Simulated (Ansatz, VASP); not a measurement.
## One calculation of Se, two programs

```
Se
1.0
     4.06696    0.00000    0.00000
    -2.03348    3.52209    0.00000
     0.00000    0.00000    5.12876
Se
3
Direct
  0.24736 0.00000 0.33333
  0.00000 0.24736 0.66667
  0.75264 0.75264 0.00000
```

Alike in both runs: functional PBE; dispersion D3(BJ); k mesh 12 × 12 × 8; occupations gaussian, width 0.02 eV; no spin polarisation.

Ansatz relaxed the structure, and its values are those at the end. VASP's run is a single point on that final structure, the one shown.

```csv
,VASP,Ansatz
version,VASP 6.6.1,Ansatz 0.2.0
potentials or method,"VASP PAW PBE potentials, release 64 (Se), cutoff 520 eV","scalar-relativistic, plane waves, PAW"
valence electrons in the cell,18,48
```

|  | VASP | Ansatz | Ansatz less VASP |
| --- | --- | --- | --- |
| gap on the k mesh at the Fermi level (eV) | 0.51 | 0.52 | +0.009 |
| least direct gap on the mesh (eV) | 0.52 | 0.53 | +0.008 |
| pressure (GPa) | 0.1 | 0.0 | -0.11 |
| rms of the force components (eV/Å) | 0.012 | 0.000 | -0.0117 |

VASP's potentials hold 18 valence electrons a cell and Ansatz's 48, so a difference there can come from the potentials and not from the codes.
